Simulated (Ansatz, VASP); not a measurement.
**Two plane-wave programs on Mn2As2H**

```
As Mn H
1.0
     1.69389    2.93390    0.00000
    -1.69389    2.93390    0.00000
     0.00000    0.00000    6.99070
As Mn H
2 2 1
Cartesian
  0.0000 1.9559 1.5001
  0.0000 3.9119 5.4906
  0.0000 1.9559 4.0498
  0.0000 3.9119 2.9409
  0.0000 0.0000 0.0000
```

Alike in both runs: functional PBE; k mesh 5 × 5 × 3; occupations fermi-dirac, width 0.1255 eV; no spin polarisation.

Ansatz relaxed the structure, and its values are those at the end. VASP's run is a single point on that final structure, the one shown.

|  | VASP | Ansatz |
| --- | --- | --- |
| version | VASP 6.6.1 | Ansatz 0.2.0 |
| potentials or method | VASP PAW PBE potentials, release 64 (As, Mn_pv, H), cutoff 520 eV | PAW plane waves |
| valence electrons in the cell | 37 | 61 |

Ansatz gave:

```
gap on the k mesh at the Fermi level (eV) : none
pressure (GPa)                            : 0.0
rms of the force components (eV/Å)        : 0.000
```

Problem. Estimate VASP's values.

Solution. gap on the k mesh at the Fermi level (eV): none; pressure (GPa): 0.2; rms of the force components (eV/Å): 0.016.

A gap of «none» marks a metal or a gap that the smearing closes. The functional is the same, so the differences come from potentials, cutoffs and numerics. VASP's potentials hold 37 valence electrons a cell and Ansatz's 61, so a difference there can come from the potentials and not from the codes. Ansatz's warnings: structure snapped to symmetry.

The k mesh is coarse, so the values compare programs but aren't converged.
